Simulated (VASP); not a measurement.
# MoS2 (P-6m2) in VASP: a series of runs

The runs below take MoS2 through single point, with PBE+D3(BJ).

Program: VASP 6.6.1. These are calculated values, not measurements. Logs are shortened: lines on timing, memory, paths and dates and some standing lists are left out, and cuts for length are marked.

**1. The cell of the first run**

It takes space group P-6m2 (No. 187, hexagonal). The conventional cell has a = 3.095 Å, b = 3.095 Å, c = 6.879 Å, α = 90.00°, β = 90.00°, γ = 120.00°. Mo (site symmetry -6m2) has 6 S at 2.25 Å and 6 Mo at 3.10 Å within 3.1 Å. S (site symmetry 3m) has 3 Mo at 2.25 Å and 7 S at 2.73 to 3.10 Å within 3.1 Å.

**2. Single point, PBE+D3(BJ)**

Input file INCAR:

```
SYSTEM = MoS2
PREC = Accurate ; ENCUT = 500
EDIFF = 1E-6 ; ISMEAR = 0
SIGMA = 0.05 ; LREAL = .FALSE.
LASPH = .TRUE. ; NELM = 120
ALGO = Normal ; ISIF = 2
LWAVE = .FALSE. ; LCHARG = .FALSE.
GGA = PE ; IVDW = 12
NBANDS = 20 ; GGA_COMPAT = .FALSE.
```

Input file KPOINTS:

```
Automatic mesh
0
G
  12 12 4
  0 0 0
```

Input file POSCAR:

```
MoS2
1.0
    3.0953451714      0.0000000000      0.0000000000
   -1.5476725857      2.6806475519      0.0000000000
    0.0000000000      0.0000000000      6.8790951089
Mo S
1 2
Direct
    0.0000000000      0.0000000000      0.0000000000
    0.3333333333      0.6666666667      0.1981708616
    0.3333333333      0.6666666667      0.8018291384
```

Potentials or basis: VASP PAW PBE potentials, release 64 (Mo_sv, S).

Command:

```
$ cat potpaw_PBE.64/Mo_sv/POTCAR potpaw_PBE.64/S/POTCAR > POTCAR
$ mpirun -np 1 vasp_std > vasp.out
```

OUTCAR:

```text
SYSTEM = MoS2
   PREC = Accurate
   ENCUT = 500
   EDIFF = 1E-6
   ISMEAR = 0
   LREAL = .FALSE.
   LASPH = .TRUE.
   NELM = 120
   ISIF = 2
   GGA = PE
   IVDW = 12
 IVDW          = 12

 ion  position               nearest neighbor table
   1  0.000  0.000  0.000-   2 2.25   3 2.25   2 2.25   3 2.25   2 2.25   3 2.25
   2  0.333  0.667  0.198-   1 2.25   1 2.25   1 2.25   3 2.73
   3  0.333  0.667  0.802-   1 2.25   1 2.25   1 2.25   2 2.73

  LATTYP: Found a hexagonal cell.
 ALAT       =     3.0953451714
 C/A-ratio  =     2.2224000000

  Lattice vectors:

 A1 = (   3.0953451714,   0.0000000000,   0.0000000000)
 A2 = (  -1.5476725857,   2.6806475519,   0.0000000000)
 A3 = (   0.0000000000,   0.0000000000,   6.8790951089)

Analysis of symmetry for initial positions (statically):
=====================================================================
 Subroutine PRICEL returns:
 Original cell was already a primitive cell.

 Routine SETGRP: Setting up the symmetry group for a
 hexagonal supercell.

 Subroutine GETGRP returns: Found 12 space group operations
 (whereof 12 operations were pure point group operations)
 out of a pool of 24 trial point group operations.

The static configuration has the point symmetry D_3h.

Analysis of symmetry for dynamics (positions and initial velocities):
=====================================================================
 Subroutine PRICEL returns:
 Original cell was already a primitive cell.

 Routine SETGRP: Setting up the symmetry group for a
 hexagonal supercell.

 Subroutine GETGRP returns: Found 12 space group operations
 (whereof 12 operations were pure point group operations)
 out of a pool of 24 trial point group operations.

The dynamic configuration has the point symmetry D_3h.

 Subroutine INISYM returns: Found 12 space group operations
 (whereof 12 operations are pure point group operations),
 and found     1 'primitive' translations

----------------------------------------------------------------------------------------

                                     Primitive cell

  volume of cell :      57.0795

  direct lattice vectors                    reciprocal lattice vectors
     3.095345171  0.000000000  0.000000000     0.323065747  0.186522096  0.000000000
    -1.547672586  2.680647552  0.000000000     0.000000000  0.373044192  0.000000000
     0.000000000  0.000000000  6.879095109     0.000000000  0.000000000  0.145367957

  length of vectors
     3.095345171  3.095345171  6.879095109     0.373044192  0.373044192  0.145367957

  position of ions in fractional coordinates (direct lattice)
     0.000000000  0.000000000  0.000000000
     0.333333333  0.666666667  0.198170862
     0.333333333  0.666666667  0.801829138

  ion indices of the primitive-cell ions
   primitive index   ion index
                 1           1
                 2           2
                 3           3

----------------------------------------------------------------------------------------

 KPOINTS: Automatic mesh

Automatic generation of k-mesh.
 Grid dimensions read from file:
 generate k-points for:   12   12    4

 Generating k-lattice:

  Cartesian coordinates                     Fractional coordinates (reciprocal lattice)
     0.026922146  0.015543508  0.000000000     0.083333333  0.000000000  0.000000000
     0.000000000  0.031087016  0.000000000     0.000000000  0.083333333  0.000000000
     0.000000000  0.000000000  0.036341989     0.000000000  0.000000000  0.250000000

  Length of vectors
     0.031087016  0.031087016  0.036341989

  Shift w.r.t. Gamma in fractional coordinates (k-lattice)
     0.000000000  0.000000000  0.000000000

 Subroutine IBZKPT returns following result:
 ===========================================

 Found     57 irreducible k-points:

 Following reciprocal coordinates:
            Coordinates               Weight
  0.000000  0.000000  0.000000      1.000000
  0.083333  0.000000  0.000000      6.000000
  0.166667  0.000000  0.000000      6.000000
  0.250000  0.000000  0.000000      6.000000
  0.333333  0.000000  0.000000      6.000000
  0.416667  0.000000  0.000000      6.000000
[... 16 lines left out ...]
  0.250000  0.000000  0.250000     12.000000
  0.333333  0.000000  0.250000     12.000000
 [... further k-points ...]
   k-points           NKPTS =     57   k-points in BZ     NKDIM =     57   number of bands    NBANDS=     20
   number of dos      NEDOS =    301   number of ions     NIONS =      3
   total plane-waves  NPLWV =  28800
   dimension x,y,z NGX =    24 NGY =   24 NGZ =   50
   dimension x,y,z NGXF=    48 NGYF=   48 NGZF=  100
   ions per type =               1   2
   NGX,Y,Z   is equivalent  to a cutoff of  12.89, 12.89, 12.08 a.u.
   NGXF,Y,Z  is equivalent  to a cutoff of  25.78, 25.78, 24.17 a.u.
 SYSTEM =  MoS2
   PREC   = accura    normal or accurate (medium, high low for compatibility)
   ISTART =      0    job   : 0-new  1-cont  2-samecut
   ICHARG =      2    charge: 1-file 2-atom 10-const
   ISPIN  =      1    spin polarized calculation?
   LNONCOLLINEAR =      F non collinear calculations
   LSORBIT =      F    spin-orbit coupling
   LASPH  =      T    aspherical Exc in radial PAW
   ENCUT  =  500.0 eV  36.75 Ry    6.06 a.u.   5.64  5.64 12.54*2*pi/ulx,y,z
   NELM   =    120;   NELMIN=  2; NELMDL= -5     # of ELM steps
   EDIFF  = 0.1E-05   stopping-criterion for ELM
   LREAL  =      F    real-space projection
   EDIFFG = 0.1E-04   stopping-criterion for IOM
   NSW    =      0    number of steps for IOM
   IBRION =     -1    ionic relax: 0-MD 1-quasi-New 2-CG
   NFREE  =      0    steps in history (QN), initial steepest desc. (CG)
   ISIF   =      2    stress and relaxation
   ISYM   =      2    0-nonsym 1-usesym 2-fastsym
   POTIM  = 0.5000    time-step for ionic-motion
   TEBEG  =    0.0;   TEEND  =   0.0 temperature during run
   PSTRESS=    0.0 pullay stress
   NELECT =      26.0000    total number of electrons
   NUPDOWN=      -1.0000    fix difference up-down
   EMIN   =  10.00;   EMAX   =-10.00  energy-range for DOS
   EFERMI =   0.00;   METHOD = LEGACY
   ISMEAR =     0;   SIGMA  =   0.05  broadening in eV -4-tet -1-fermi 0-gaus
   EFERMI_NEDOS =   21; number of points for ismear=-14 and -15
   IALGO  =     38    algorithm
   IMIX   =      4    mixing-type and parameters
     AMIX     =   0.40;   BMIX     =  1.00
     AMIX_MAG =   1.60;   BMIX_MAG =  1.00
  volume/ion in A,a.u.               =      19.03       128.40
  Fermi-wavevector in a.u.,A,eV,Ry     =   1.259619  2.380335 21.587552  1.586640
  Thomas-Fermi vector in A             =   2.393170
   LORBIT       =      0    0 simple, 1 ext, 2 COOP (PROOUT), +10 PAW based schemes
   GGA     = PE    functional components
   LHFCALC =     F    Hartree Fock is set to
   AEXX    =    0.0000 exact exchange contribution
   IVDW    =    12    specifies the selected vdW correction
   LEPSILON=     F    determine dielectric tensor
   LRPA    =     F    only Hartree local field effects (RPA)
 non-spin polarized calculation
 Gauss-broadening in eV      SIGMA  =   0.05
  energy-cutoff  :      500.00
  volume of cell :       57.08
 maximum number of plane-waves:      1466
 NGX is ok and might be reduce to    24
   NGX = 11   NGY = 11   NGZ = 25

 number of electron      25.9999996 magnetization

 Free energy of the ion-electron system (eV)
  ---------------------------------------------------
  ext. energy  EPLUGINS =         0.00000000
  ---------------------------------------------------
  free energy    TOTEN  =       -20.55233368 eV

  energy without entropy =      -20.55227698  energy(sigma->0) =      -20.55230533

 E-fermi :   6.9698     XC(G=0):  -9.9126

 val. band max:        6.9260367186   @ k =   0.0000   0.0000   0.5000
 cond. band min:       7.0476086444   @ k =   0.3333   0.3333   0.0000
 fundamental gap:      0.1215719258
 Fermi energy:         6.9697985850

 k-point     1 :       0.0000    0.0000    0.0000
  band No.  band energies     occupation
      1     -54.7820      2.00000
      2     -29.0710      2.00000
      3     -28.8197      2.00000
      4     -28.8197      2.00000
      5      -9.2521      2.00000
      6      -6.8998      2.00000
[... 12 lines left out ...]
     19      13.0592      0.00000
     20      15.7927      0.00000

 k-point     2 :       0.0833    0.0000    0.0000
  band No.  band energies     occupation
      1     -54.7778      2.00000
      2     -29.0626      2.00000
      3     -28.8607      2.00000
      4     -28.8286      2.00000
      5      -9.1266      2.00000
      6      -6.8813      2.00000
[... 12 lines left out ...]
     19      13.2880      0.00000
     20      16.2589      0.00000

 k-point     3 :       0.1667    0.0000    0.0000
  band No.  band energies     occupation
      1     -54.7666      2.00000
      2     -29.0396      2.00000
      3     -28.9712      2.00000
      4     -28.8527      2.00000
      5      -8.7747      2.00000
      6      -6.8298      2.00000
[... 12 lines left out ...]
     19      13.9237      0.00000
     20      16.5420      0.00000

 k-point     4 :       0.2500    0.0000    0.0000
  band No.  band energies     occupation
      1     -54.7511      2.00000
      2     -29.1192      2.00000
      3     -29.0081      2.00000
      4     -28.8855      2.00000
      5      -8.2677      2.00000
      6      -6.7575      2.00000
[... 12 lines left out ...]
     19      15.2463      0.00000
     20      15.6197      0.00000

 k-point     5 :       0.3333    0.0000    0.0000
  band No.  band energies     occupation
      1     -54.7356      2.00000
      2     -29.2638      2.00000
      3     -28.9764      2.00000
      4     -28.9181      2.00000
      5      -7.7208      2.00000
      6      -6.6823      2.00000
[... 12 lines left out ...]
     19      14.6598      0.00000
     20      14.8187      0.00000
[... 353 lines left out ...]
      6      -6.9079      2.00000
[... 12 lines left out ...]
     19      13.4870      0.00000
     20      16.1842      0.00000

 k-point    22 :       0.1667    0.0000    0.2500
  band No.  band energies     occupation
      1     -54.7666      2.00000
      2     -29.0396      2.00000
      3     -28.9712      2.00000
      4     -28.8527      2.00000
      5      -8.7644      2.00000
      6      -6.8534      2.00000
[... 12 lines left out ...]
     19      13.9317      0.00000
     20      16.4759      0.00000

 k-point    23 :       0.2500    0.0000    0.2500
  band No.  band energies     occupation
      1     -54.7511      2.00000
      2     -29.1192      2.00000
      3     -29.0081      2.00000
      4     -28.8855      2.00000
      5      -8.2577      2.00000
      6      -6.7768      2.00000
[... 12 lines left out ...]
     19      15.0554      0.00000
     20      15.7793      0.00000

 k-point    24 :       0.3333    0.0000    0.2500
  band No.  band energies     occupation
      1     -54.7356      2.00000
      2     -29.2638      2.00000
      3     -28.9764      2.00000
      4     -28.9181      2.00000
      5      -7.7117      2.00000
      6      -6.6973      2.00000
[... 12 lines left out ...]
     19      14.6034      0.00000
     20      15.1668      0.00000

 [... further k-points ...]

------------------------ aborting loop because EDIFF is reached ----------------------------------------

 Edisp (eV)   -1.21473

 E8    (eV) :    -0.4940

  FORCE on cell =-STRESS in cart. coord.  units (eV):
  Direction    XX          YY          ZZ          XY          YZ          ZX
  --------------------------------------------------------------------------------------
  -------------------------------------------------------------------------------------
  Total       8.39808     8.39808    15.10555     0.00000     0.00000    -0.00000
  in kB     235.72749   235.72749   424.00124     0.00000     0.00000    -0.00000
  external pressure =      298.49 kB  Pullay stress =        0.00 kB

 VOLUME and BASIS-vectors are now :
 -----------------------------------------------------------------------------
  energy-cutoff  :      500.00
  volume of cell :       57.08
      direct lattice vectors                 reciprocal lattice vectors
     3.095345171  0.000000000  0.000000000     0.323065747  0.186522096  0.000000000
    -1.547672586  2.680647552  0.000000000     0.000000000  0.373044192  0.000000000
     0.000000000  0.000000000  6.879095109     0.000000000  0.000000000  0.145367957

 POSITION                                       TOTAL-FORCE (eV/Angst)
 -----------------------------------------------------------------------------------
      0.00000      0.00000      0.00000        -0.000000     -0.000000      0.000000
     -0.00000      1.78710      1.36324        -0.000000      0.000000      5.801790
     -0.00000      1.78710      5.51586         0.000000      0.000000     -5.801790
 -----------------------------------------------------------------------------------
    total drift:                               -0.000000      0.000000     -0.000000

  FREE ENERGIE OF THE ION-ELECTRON SYSTEM (eV)
  ---------------------------------------------------
  free  energy   TOTEN  =       -21.7670588375 eV

  energy  without entropy=      -21.7670021344  energy(sigma->0) =      -21.76703049
```

It took 84 s on 1 thread of Intel Xeon 8259CL, shared host; peak memory 0.22 GiB.

Results:

| Property | Result |
| --- | --- |
| Free energy | -21.7671 eV |
| Pressure | 29.8 GPa |
| Largest force | 5.802 eV/Å |
| Band gap on the k mesh | 0.12 eV (least direct gap 1.47 eV) |
| Dispersion energy per atom | -0.405 eV |

Forces on the atoms (eV/Å):
```
Mo   0.000  0.000  0.000
S    0.000  0.000  5.802
S    0.000  0.000 -5.802
```

Levels at points of the mesh, in eV from the valence-band top:
```
           k point  band 10  band 11  band 12  band 13  band 14  band 15  band 16  band 17
(0.00, 0.00, 0.00)    -3.38    -3.38    -1.88    -0.67     2.06     2.06     2.96     2.96
(0.50, 0.00, 0.00)    -5.20    -2.49    -2.24    -1.80     1.28     1.97     3.78     4.62
(0.00, 0.00, 0.50)    -3.39    -3.39    -2.69     0.00     2.04     2.04     2.99     2.99
(0.50, 0.00, 0.50)    -5.20    -2.59    -2.48    -1.65     1.28     2.00     3.41     4.55
```

Caveat: the cell stands under pressure; forces of over 1 eV/Å act on the atoms, so gaps and moduli don't describe the material at rest. A k mesh can miss the band edges.

[end of part 1 of 2]
